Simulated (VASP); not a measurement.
Crystal: B3C2.

```
B C
1.0
     5.91066    0.00000    0.00000
    -2.95533    5.11878    0.00000
     0.00000    0.00000    3.64833
B C
6 4
Direct
  0.69495 0.61584 0.25000
  0.61584 0.92090 0.75000
  0.92090 0.30505 0.25000
  0.07910 0.69495 0.75000
  0.30505 0.38416 0.75000
  0.38416 0.07910 0.25000
  0.66667 0.33333 0.75000
  0.33333 0.66667 0.25000
  0.00000 0.00000 0.50000
  0.00000 0.00000 0.00000
```

The cell was built from a structure type or drawn by symmetry, and may not be a known phase.

| Item | Value |
| --- | --- |
| Program | VASP 6.6.1 |
| Task | relaxation of cell and atoms |
| Functional | PBE |
| Potentials or basis | VASP PAW PBE potentials, release 64 (B, C) |
| Cutoff | 600 eV |
| k mesh | 3 × 3 × 6 |
| Occupations | gaussian, width 0.1 eV |
| Spin | no spin polarisation |

At the start: pressure -38.3 GPa; volume 11.04 Å³/atom.

Task: How do energy, volume and symmetry change on relaxing?

Result: Over 25 steps the energy falls by 2134.4 meV/atom and the volume is 6.87 Å³/atom (-37.8 %); space group P6_3/m (No. 176, to 0.1 Å) before and after.

Step by step:
```
step  energy change (eV)  largest force (eV/Å)  pressure (GPa)  volume (Å³)
   1              0.0000                0.7155          -38.27       110.38
   2             -8.8208                0.9712          -27.89        73.39
   3            -10.1487                1.0090           -5.00        62.67
   4            -10.1793                1.0274            4.20        60.29
   5            -10.1842                1.0209            0.83        61.10
   6            -12.4320                1.5012           19.23        57.39
   7            -13.0547                1.4287           80.02        51.88
   8            -13.4770                0.7273           53.24        53.82
   9            -14.0883                0.6578           52.65        54.44
  10            -15.0411                2.3175           58.09        55.53
  11            -14.3978                7.4695           81.96        57.10
  12            -15.3176                4.6658           67.78        56.45
  13            -16.2623                4.6963           55.89        58.67
  14            -18.1440                4.4643           29.09        65.28
  15            -18.5335                5.0174           -1.42        78.26
  16            -18.7894                4.9714           10.90        71.91
  17            -18.8451                5.0706            7.51        73.38
  18            -19.9357                3.0580           -3.92        74.05
  19            -20.5712                0.8903          -19.31        75.27
  20            -20.9854                0.6155          -14.39        73.08
  21            -21.3230                0.2557           -4.31        69.54
  22            -21.3329                0.3103           -1.93        68.82
  23            -21.3328                0.2960           -2.37        68.94
  24            -21.3430                0.0815           -0.91        68.77
  25            -21.3440                0.0130           -0.28        68.69
```

Final structure:
```
CELL_PARAMETERS angstrom
3.95251 0.00000 0.00000
-1.97625 3.42297 0.00000
0.00000 0.00000 5.07740
ATOMIC_POSITIONS crystal
B 0.71232 0.65234 0.25000
B 0.65234 0.94002 0.75000
B 0.94002 0.28768 0.25000
B 0.05998 0.71232 0.75000
B 0.28768 0.34766 0.75000
B 0.34766 0.05998 0.25000
C 0.66667 0.33333 0.75000
C 0.33333 0.66667 0.25000
C 0.00000 0.00000 0.50000
C 0.00000 0.00000 0.00000
```

Caveat: the k points lie up to 0.61 Å⁻¹ apart in the final cell, too coarse for converged energies and pressures of a metal; the volume moved by over 15 % at a fixed basis, so the end points are rough.
